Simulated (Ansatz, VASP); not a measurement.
## Sc in VASP and in Ansatz

INCAR

```
PREC = Accurate
ENCUT = 500
EDIFF = 1E-6
ISMEAR = -1
SIGMA = 0.1
LREAL = False
LASPH = True
NELM = 120
ALGO = Normal
ISIF = 2
LWAVE = False
LCHARG = False
GGA = PS
NBANDS = 12
GGA_COMPAT = False
```

KPOINTS

```
Automatic mesh
0
Gamma
  12 12 12
```

Contents of POSCAR:

```
Sc
1.0
    2.9182210182      0.0000000000      0.0000000000
    0.0000000000      2.9182210182      0.0000000000
    0.0000000000      0.0000000000      2.9182210182
Sc
1
Direct
    0.0000000000      0.0000000000      0.0000000000
```

Input for Ansatz:

```yaml
crystal:
  lattice:
    - [2.9182210182, 0.0, 0.0]
    - [0.0, 2.9182210182, 0.0]
    - [0.0, 0.0, 2.9182210182]
  atoms:
    - { symbol: Sc, position: [0.0, 0.0, 0.0] }
hamiltonian:
  xc: pbesol
  pseudopotentials:
    kind: paw
    azcp:
      Sc: "pseudopotentials/Sc.paw.azcp"
basis:
  ecutwfc: 420
  fft_grid_basis: typed
kpoints:
  mp_grid: { grid: [12, 12, 12], shift: [0, 0, 0] }
magnetization:
  spin_polarized: false
scf:
  occupations: { method: fermi_dirac, width: 0.1 }
  lower_state_search: "off"
output:
  stress: true
  write_density: true
  write_potential: true
  elf: true
  volumetric_format: npy
```

Alike in both runs: task single point; functional PBEsol; k mesh 12 × 12 × 12; occupations fermi-dirac, width 0.1 eV; no spin polarisation.

|  | VASP | Ansatz |
| --- | --- | --- |
| version | VASP 6.6.1 | Ansatz 0.2.0 |
| potentials or method | VASP PAW PBE potentials, release 64 (Sc_sv), cutoff 500 eV | plane waves (420 eV) with PAW, scalar-relativistic |
| valence electrons in the cell | 11 | 11 |

|  | VASP | Ansatz | Ansatz less VASP |
| --- | --- | --- | --- |
| pressure (GPa) | 0.0 | 0.0 | 0.00 |

VASP's potentials were made for PBE, not for PBEsol, and Ansatz warns of the same on its side.
